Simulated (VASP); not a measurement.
The system is Hf.

```xyz
3
Lattice="4.8610 0.0000 0.0000 -2.4305 4.2098 0.0000 0.0000 0.0000 3.0232" Properties=species:S:1:pos:R:3 pbc="T T T"
Hf    0.0000    0.0000    0.0000
Hf    0.0000    2.8065    1.5116
Hf    2.4305    1.4033    1.5116
```

Base run:

* Program: VASP 6.6.1
* Functional: r2SCAN
* Potentials or basis: VASP PAW PBE potentials, release 64 (Hf_pv)
* Cutoff: 520 eV
* k mesh: 6 × 6 × 9
* Occupations: fermi-dirac, width 0.05 eV
* Spin: no spin polarisation

Its results: band gap on the k mesh zero (band 15 reaches 5.60 eV, above the bottom of band 16 at 4.70 eV); pressure 8.0 GPa.

The run is repeated on the same cell with these changes: functional from r2SCAN to PBE; further incar settings from ALGO = Normal; EDIFF = 1e-07; NBANDS = 22 to ALGO = Fast; EDIFF = 1e-07; NBANDS = 22. What comes out?

Band gap on the k mesh zero (band 15 reaches 5.60 eV, above the bottom of band 16 at 4.71 eV); pressure 9.4 GPa.

Caveats: spin-orbit coupling is left out, which moves the levels of the heavy elements; the PAW data sets were made with another functional, which shifts forces and pressure a little (some runs).
